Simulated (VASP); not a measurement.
# Al2Ru (I4/mmm) in VASP: further runs

Al2Ru is run at these levels: PBEsol; tasks: single point.

Program: VASP 6.6.1. These are calculated values, not measurements. Logs are shortened: lines on timing, memory, paths and dates and some standing lists are left out, and cuts for length are marked.

### Step 1. The cell of the first run

It takes space group I4/mmm (No. 139, tetragonal). Conventional cell: a = 3.286 Å, b = 3.286 Å, c = 8.866 Å, α = 90.00°, β = 90.00°, γ = 90.00°. Within 3.6 Å of Al (site symmetry 4mm) lie 5 Ru at 2.72 to 3.02 Å and 9 Al at 2.82 to 3.29 Å. Ru (site symmetry 4/mmm) has 10 Al at 2.72 to 3.02 Å and 4 Ru at 3.29 Å within 3.6 Å.

### Step 2. Single point, PBEsol (15.95 Å³/atom)

The input, INCAR:

```
ALGO = Fast
EDIFF = 1E-7
ENCUT = 520
GGA = PS
ISIF = 2
ISMEAR = 0
LASPH = T
LCHARG = T
LELF = T
LREAL = F
LVHAR = T
LWAVE = F
NBANDS = 17
NELM = 100
PREC = Accurate
SIGMA = 0.15
```

The input, KPOINTS:

```
k-points
0
Gamma
  20 20 20
```

The input, POSCAR:

```
Al2Ru
1.0
   -1.6429126032      1.6429126032      4.4330428447
    1.6429126032     -1.6429126032      4.4330428447
    1.6429126032      1.6429126032     -4.4330428447
Al Ru
2 1
Direct
    0.6590805105      0.6590805105      0.0000000000
    0.3409194895      0.3409194895      0.0000000000
    0.0000000000      0.0000000000      0.0000000000
```

Potentials or basis: VASP PAW PBE potentials, release 64 (Al, Ru_pv).

Started as:

```console
> cat potpaw_PBE.64/Al/POTCAR potpaw_PBE.64/Ru_pv/POTCAR > POTCAR
> mpirun -np 1 vasp_std > vasp.out
```

OUTCAR:

```text
EDIFF = 1E-7
   ENCUT = 520
   GGA = PS
   ISIF = 2
   ISMEAR = 0
   LASPH = T
   LREAL = F
   NELM = 100
   PREC = Accurate

 ion  position               nearest neighbor table
   1  0.659  0.659  0.000-   3 2.72   3 2.72   3 2.72   3 2.72   2 2.82   2 2.83   2 2.83   2 2.83
                             2 2.83   3 3.02
   2  0.341  0.341  0.000-   3 2.72   3 2.72   3 2.72   3 2.72   1 2.82   1 2.83   1 2.83   1 2.83
                             1 2.83   3 3.02
   3  0.000  0.000  0.000-   1 2.72   1 2.72   1 2.72   2 2.72   1 2.72   2 2.72   2 2.72   2 2.72
                             1 3.02   2 3.02

  LATTYP: Found a body centered tetragonal cell.
 ALAT       =     3.2858252064
 C/A-ratio  =     2.6982828156

  Lattice vectors:

 A1 = (  -1.6429126032,   1.6429126032,   4.4330428447)
 A2 = (   1.6429126032,  -1.6429126032,   4.4330428447)
 A3 = (   1.6429126032,   1.6429126032,  -4.4330428447)

Analysis of symmetry for initial positions (statically):
=====================================================================
 Subroutine PRICEL returns:
 Original cell was already a primitive cell.

 Routine SETGRP: Setting up the symmetry group for a
 body centered tetragonal supercell.

 Subroutine GETGRP returns: Found 16 space group operations
 (whereof 16 operations were pure point group operations)
 out of a pool of 16 trial point group operations.

The static configuration has the point symmetry D_4h.

Analysis of symmetry for dynamics (positions and initial velocities):
=====================================================================
 Subroutine PRICEL returns:
 Original cell was already a primitive cell.

 Routine SETGRP: Setting up the symmetry group for a
 body centered tetragonal supercell.

 Subroutine GETGRP returns: Found 16 space group operations
 (whereof 16 operations were pure point group operations)
 out of a pool of 16 trial point group operations.

The dynamic configuration has the point symmetry D_4h.

 Subroutine INISYM returns: Found 16 space group operations
 (whereof 16 operations are pure point group operations),
 and found     1 'primitive' translations

----------------------------------------------------------------------------------------

                                     Primitive cell

  volume of cell :      47.8620

  direct lattice vectors                    reciprocal lattice vectors
    -1.642912603  1.642912603  4.433042845     0.000000000  0.304337552  0.112789345
     1.642912603 -1.642912603  4.433042845     0.304337552  0.000000000  0.112789345
     1.642912603  1.642912603 -4.433042845     0.304337552  0.304337552  0.000000000

  length of vectors
     5.005016734  5.005016734  5.005016734     0.324565528  0.324565528  0.430398294

  position of ions in fractional coordinates (direct lattice)
     0.659080510  0.659080510  0.000000000
     0.340919490  0.340919490  0.000000000
     0.000000000  0.000000000  0.000000000

  ion indices of the primitive-cell ions
   primitive index   ion index
                 1           1
                 2           2
                 3           3

----------------------------------------------------------------------------------------

 KPOINTS: k-points

Automatic generation of k-mesh.
 Grid dimensions read from file:
 generate k-points for:   20   20   20

 Generating k-lattice:

  Cartesian coordinates                     Fractional coordinates (reciprocal lattice)
     0.000000000  0.015216878  0.005639467     0.050000000  0.000000000 -0.000000000
     0.015216878  0.000000000  0.005639467     0.000000000  0.050000000 -0.000000000
     0.015216878  0.015216878  0.000000000     0.000000000  0.000000000  0.050000000

  Length of vectors
     0.016228276  0.016228276  0.021519915

  Shift w.r.t. Gamma in fractional coordinates (k-lattice)
     0.000000000  0.000000000  0.000000000

 Subroutine IBZKPT returns following result:
 ===========================================

 Found    641 irreducible k-points:

 Following reciprocal coordinates:
            Coordinates               Weight
  0.000000  0.000000  0.000000      1.000000
  0.050000  0.000000 -0.000000      8.000000
  0.100000  0.000000 -0.000000      8.000000
  0.150000  0.000000  0.000000      8.000000
  0.200000  0.000000 -0.000000      8.000000
  0.250000  0.000000 -0.000000      8.000000
[... 16 lines left out ...]
 -0.400000  0.050000  0.000000     16.000000
 -0.350000  0.050000  0.000000     16.000000
 [... further k-points ...]
   k-points           NKPTS =    641   k-points in BZ     NKDIM =    641   number of bands    NBANDS=     17
   number of dos      NEDOS =    301   number of ions     NIONS =      3
   total plane-waves  NPLWV =  64000
   dimension x,y,z NGX =    40 NGY =   40 NGZ =   40
   dimension x,y,z NGXF=    80 NGYF=   80 NGZF=   80
   ions per type =               2   1
   NGX,Y,Z   is equivalent  to a cutoff of  13.29, 13.29, 13.29 a.u.
   NGXF,Y,Z  is equivalent  to a cutoff of  26.57, 26.57, 26.57 a.u.
 SYSTEM =  unknown system
   PREC   = accura    normal or accurate (medium, high low for compatibility)
   ISTART =      0    job   : 0-new  1-cont  2-samecut
   ICHARG =      2    charge: 1-file 2-atom 10-const
   ISPIN  =      1    spin polarized calculation?
   LNONCOLLINEAR =      F non collinear calculations
   LSORBIT =      F    spin-orbit coupling
   LASPH  =      T    aspherical Exc in radial PAW
   ENCUT  =  520.0 eV  38.22 Ry    6.18 a.u.   9.31  9.31  9.31*2*pi/ulx,y,z
   NELM   =    100;   NELMIN=  2; NELMDL= -5     # of ELM steps
   EDIFF  = 0.1E-06   stopping-criterion for ELM
   LREAL  =      F    real-space projection
   EDIFFG = 0.1E-05   stopping-criterion for IOM
   NSW    =      0    number of steps for IOM
   IBRION =     -1    ionic relax: 0-MD 1-quasi-New 2-CG
   NFREE  =      0    steps in history (QN), initial steepest desc. (CG)
   ISIF   =      2    stress and relaxation
   ISYM   =      2    0-nonsym 1-usesym 2-fastsym
   POTIM  = 0.5000    time-step for ionic-motion
   TEBEG  =    0.0;   TEEND  =   0.0 temperature during run
   PSTRESS=    0.0 pullay stress
   NELECT =      20.0000    total number of electrons
   NUPDOWN=      -1.0000    fix difference up-down
   EMIN   =  10.00;   EMAX   =-10.00  energy-range for DOS
   EFERMI =   0.00;   METHOD = LEGACY
   ISMEAR =     0;   SIGMA  =   0.15  broadening in eV -4-tet -1-fermi 0-gaus
   EFERMI_NEDOS =   21; number of points for ismear=-14 and -15
   IALGO  =     68    algorithm
   IMIX   =      4    mixing-type and parameters
     AMIX     =   0.40;   BMIX     =  1.00
     AMIX_MAG =   1.60;   BMIX_MAG =  1.00
  volume/ion in A,a.u.               =      15.95       107.66
  Fermi-wavevector in a.u.,A,eV,Ry     =   1.223924  2.312882 20.381400  1.497991
  Thomas-Fermi vector in A             =   2.359018
   LORBIT       =      0    0 simple, 1 ext, 2 COOP (PROOUT), +10 PAW based schemes
   GGA     = PS    functional components
   LHFCALC =     F    Hartree Fock is set to
   AEXX    =    0.0000 exact exchange contribution
   IVDW    =     0    specifies the selected vdW correction
   LEPSILON=     F    determine dielectric tensor
   LRPA    =     F    only Hartree local field effects (RPA)
 non-spin polarized calculation
 RMM-DIIS sequential band-by-band and
 Gauss-broadening in eV      SIGMA  =   0.15
  energy-cutoff  :      520.00
  volume of cell :       47.86
 maximum number of plane-waves:      1317
 NGX is ok and might be reduce to    40
   NGX = 19   NGY = 19   NGZ = 19

 number of electron      19.9999999 magnetization

 Free energy of the ion-electron system (eV)
  ---------------------------------------------------
  ext. energy  EPLUGINS =         0.00000000
  ---------------------------------------------------
  free energy    TOTEN  =       -19.84231786 eV

  energy without entropy =      -19.83732561  energy(sigma->0) =      -19.83982174

 E-fermi :   8.5332     XC(G=0): -11.3279

 val. band max:        8.5199572610   @ k =  -0.3000   0.2500  -0.0000
 cond. band min:       8.5783175469   @ k =   0.5000   0.5000   0.1500
 fundamental gap:      0.0583602859
 Fermi energy:         8.5332114162

 k-point     1 :       0.0000    0.0000    0.0000
  band No.  band energies     occupation
      1     -33.8310      2.00000
      2     -33.8310      2.00000
      3     -33.7350      2.00000
      4      -1.3321      2.00000
      5       3.9872      2.00000
      6       5.5085      2.00000
[... 9 lines left out ...]
     16      14.0956      0.00000
     17      15.1308      0.00000

 k-point     2 :       0.0500    0.0000   -0.0000
  band No.  band energies     occupation
      1     -33.8328      2.00000
      2     -33.8309      2.00000
      3     -33.7348      2.00000
      4      -1.2904      2.00000
      5       4.0008      2.00000
      6       5.5207      2.00000
[... 9 lines left out ...]
     16      14.3510      0.00000
     17      15.6404      0.00000

 k-point     3 :       0.1000    0.0000   -0.0000
  band No.  band energies     occupation
      1     -33.8379      2.00000
      2     -33.8304      2.00000
      3     -33.7344      2.00000
      4      -1.1659      2.00000
      5       4.0389      2.00000
      6       5.5532      2.00000
[... 9 lines left out ...]
     16      14.7449      0.00000
     17      16.6392      0.00000

 k-point     4 :       0.1500    0.0000    0.0000
  band No.  band energies     occupation
      1     -33.8458      2.00000
      2     -33.8297      2.00000
      3     -33.7336      2.00000
      4      -0.9600      2.00000
      5       4.0923      2.00000
      6       5.5848      2.00000
[... 9 lines left out ...]
     16      15.2475      0.00000
     17      17.7655      0.00000
[... 343 lines left out ...]
      1     -33.9006      2.00000
      2     -33.8268      2.00000
      3     -33.7284      2.00000
      4       1.7101      2.00000
      5       3.0362      2.00000
      6       4.7912      2.00000
[... 9 lines left out ...]
     16      17.0415      0.00000
     17      17.4863      0.00000

 k-point    23 :      -0.4000    0.0500    0.0000
  band No.  band energies     occupation
      1     -33.8956      2.00000
      2     -33.8272      2.00000
      3     -33.7288      2.00000
      4       1.1263      2.00000
      5       3.5539      2.00000
      6       4.9427      2.00000
[... 9 lines left out ...]
     16      17.1323      0.00000
     17      17.6982      0.00000

 k-point    24 :      -0.3500    0.0500    0.0000
  band No.  band energies     occupation
      1     -33.8877      2.00000
      2     -33.8279      2.00000
      3     -33.7296      2.00000
      4       0.5843      2.00000
      5       3.9616      2.00000
      6       5.0847      2.00000
[... 9 lines left out ...]
     16      17.0098      0.00000
     17      17.6963      0.00000

 [... further k-points ...]
[... 5 lines left out ...]
  --------------------------------------------------------------------------------------
  -------------------------------------------------------------------------------------
  Total       -5.8774572     -5.8774572     -6.2031280      0.0000000     -0.0000000      0.0000000
  in kB     -196.7474973   -196.7474973   -207.6493056      0.0000000     -0.0000000      0.0000000
  external PRESSURE =    -200.3814334 kB  Pullay stress =       0.0000000 kB

 VOLUME and BASIS-vectors are now :
 -----------------------------------------------------------------------------
  energy-cutoff  :      520.00
  volume of cell :       47.86
      direct lattice vectors                 reciprocal lattice vectors
    -1.642912603  1.642912603  4.433042845     0.000000000  0.304337552  0.112789345
     1.642912603 -1.642912603  4.433042845     0.304337552  0.000000000  0.112789345
     1.642912603  1.642912603 -4.433042845     0.304337552  0.304337552  0.000000000

 POSITION                                       TOTAL-FORCE (eV/Angst)
 -----------------------------------------------------------------------------------
      0.00000      0.00000      5.84346         0.000000      0.000000     -0.409504
      0.00000      0.00000      3.02262         0.000000      0.000000      0.409504
      0.00000      0.00000      0.00000        -0.000000     -0.000000     -0.000000
 -----------------------------------------------------------------------------------
    total drift:                               -0.000000     -0.000000      0.000000

  FREE ENERGIE OF THE ION-ELECTRON SYSTEM (eV)
  ---------------------------------------------------
  free  energy   TOTEN  =       -19.8423178644 eV

  energy  without entropy=      -19.8373256059  energy(sigma->0) =      -19.83982174
```

Run time: 24 min. Hardware: 1 thread of Oxide Virtual Turin-like, shared host; peak memory 0.61 GiB.

What came out:

| Item | Value |
| --- | --- |
| Free energy | -19.8423 eV |
| Pressure | -20.0 GPa |
| Largest force | 0.410 eV/Å |
| Band gap on the k mesh | zero (bands 10 and 11 overlap by 0.17 eV) |

Forces on the atoms (eV/Å):
```
Al   0.000  0.000 -0.410
Al   0.000  0.000  0.410
Ru   0.000  0.000  0.000
```

Stress tensor (GPa, compression positive):
```
-19.67   0.00   0.00
  0.00 -19.67   0.00
  0.00   0.00 -20.76
```

Caveat: the cell stands under tension; the PAW data sets were made with another functional, which shifts forces and pressure a little.

### Step 3. Single point, PBEsol (17.09 Å³/atom)

This run uses another cell than the first one, of 17.09 Å³/atom.

The input, INCAR:

```
SYSTEM = Al2Ru
ALGO     = Fast           ! electronic algorithm
EDIFF    = 1E-6           ! SCF threshold, eV
ENCUT    = 520            ! plane-wave cutoff, eV
GGA      = PS             ! functional
ISIF     = 2              ! what is computed and relaxed
ISMEAR   = 0              ! smearing method
LASPH    = .True.         ! aspherical terms in the spheres
LCHARG   = .False.        ! write CHGCAR
LREAL    = .False.        ! projectors in reciprocal space
LWAVE    = .False.        ! write WAVECAR
NBANDS   = 17             ! bands
NELM     = 60             ! most SCF steps
PREC     = Accurate       ! precision mode
SIGMA    = 0.15           ! smearing width, eV
```

The input, KPOINTS:

```
k-points
0
Gamma
  20 20 20
  0 0 0
```

The input, POSCAR:

```
Al2Ru
1.0
   -1.6811475493      1.6811475493      4.5362115427
    1.6811475493     -1.6811475493      4.5362115427
    1.6811475493      1.6811475493     -4.5362115427
Al Ru
2 1
Direct
    0.6590805105      0.6590805105      0.0000000000
    0.3409194895      0.3409194895      0.0000000000
    0.0000000000      0.0000000000      0.0000000000
```

Potentials or basis: VASP PAW PBE potentials, release 64 (Al, Ru_pv).

Started as:

```console
> cat potpaw_PBE.64/Al/POTCAR potpaw_PBE.64/Ru_pv/POTCAR > POTCAR
> mpirun -np 1 vasp_std > vasp.out
```

Run time: 21 min. Hardware: 1 thread of Oxide Virtual Turin-like, shared host; peak memory 0.63 GiB.

It converged, with:

| Property | Result |
| --- | --- |
| Free energy | -19.3598 eV |
| Pressure | -24.9 GPa |
| Largest force | 0.535 eV/Å |
| Band gap on the k mesh | zero (bands 10 and 11 overlap by 0.18 eV) |

Forces on the atoms (eV/Å):
```
Al   0.000  0.000 -0.535
Al   0.000  0.000  0.535
Ru   0.000  0.000  0.000
```

Stress tensor (GPa, compression positive):
```
-24.41   0.00   0.00
  0.00 -24.41   0.00
  0.00   0.00 -25.78
```

Levels at points of the mesh, in eV from the Fermi level:
| k point | band 6 | band 7 | band 8 | band 9 | band 10 | band 11 | band 12 | band 13 | band 14 | band 15 |
| --- | --- | --- | --- | --- | --- | --- | --- | --- | --- | --- |
| (0.00, 0.00, 0.00) | -2.71 | -1.84 | -1.47 | -1.47 | -0.70 | 1.80 | 4.98 | 5.20 | 5.20 | 5.33 |
| (0.50, 0.00, 0.00) | -3.58 | -2.21 | -2.10 | -1.87 | -1.00 | 0.37 | 2.21 | 4.80 | 6.17 | 7.31 |
| (0.50, 0.50, 0.00) | -2.78 | -2.49 | -2.36 | -1.42 | -0.12 | 0.15 | 1.22 | 1.77 | 3.87 | 4.67 |
| (0.50, 0.50, 0.50) | -2.82 | -1.83 | -1.12 | -1.12 | -0.68 | 2.70 | 2.70 | 5.59 | 6.05 | 6.68 |

Caveat: the cell stands under tension; the PAW data sets were made with another functional, which shifts forces and pressure a little.

(Part 1 of 2 ends here.)

The gap in the log of VASP goes by the Fermi energy; the results here count the filled bands.